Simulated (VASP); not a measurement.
Set up this calculation in VASP 6.6.1, as the native input.

| Quantity | Value |
| --- | --- |
| Task | single point |
| Functional | PBEsol |
| Potentials or basis | VASP PAW PBE potentials, release 64 (Ge_d) |
| Cutoff | 520 eV |
| k mesh | 20 × 20 × 18 |
| Occupations | gaussian, width 0.15 eV |
| Spin | no spin polarisation |
| Dipole correction | no |
| Further INCAR settings | ALGO = Normal; EDIFF = 1e-07; NBANDS = 13 |

The structure of Ge lies in POSCAR:

```
Ge
1.0
    1.3272915500     -2.4704902000      0.0000000000
    1.3272915500      2.4704902000      0.0000000000
    0.0000000000      0.0000000000      2.6982310000
Ge
1
Direct
    0.5000000000      0.5000000000      0.0000000000
```

This cell differs from its parent crystal: strain -0.050 along x and y, +0.000 along z.

These files were run (other wordings do the same):

INCAR

```
SYSTEM = Ge
ALGO = Normal
EDIFF = 1E-7
ENCUT = 520
GGA = PS
ISIF = 2
ISMEAR = 0
LASPH = .True.
LCHARG = .True.
LELF = .True.
LREAL = .False.
LVHAR = .True.
LWAVE = .False.
NBANDS = 13
NELM = 100
PREC = Accurate
SIGMA = 0.15
```

KPOINTS

```
k-points
0
Gamma
  20 20 18
  0 0 0
```

Potentials or basis: VASP PAW PBE potentials, release 64 (Ge_d).

The run is started by

```console
$ cat potpaw_PBE.64/Ge_d/POTCAR > POTCAR
$ mpirun -np 1 vasp_std > vasp.out
```

It gave:

| Item | Value |
| --- | --- |
| Pressure | 4.0 GPa |
| Band gap on the k mesh | zero (band 7 reaches 13.54 eV, above the bottom of band 8 at 4.03 eV) |

Caveat: the cell differs from its parent crystal (strain -0.050 along x and y, +0.000 along z); the PAW data sets were made with another functional, which shifts forces and pressure a little.

Run time: 96 s on 1 thread of Intel Xeon 6975P-C, with other jobs on the host, peak memory 0.33 GiB.
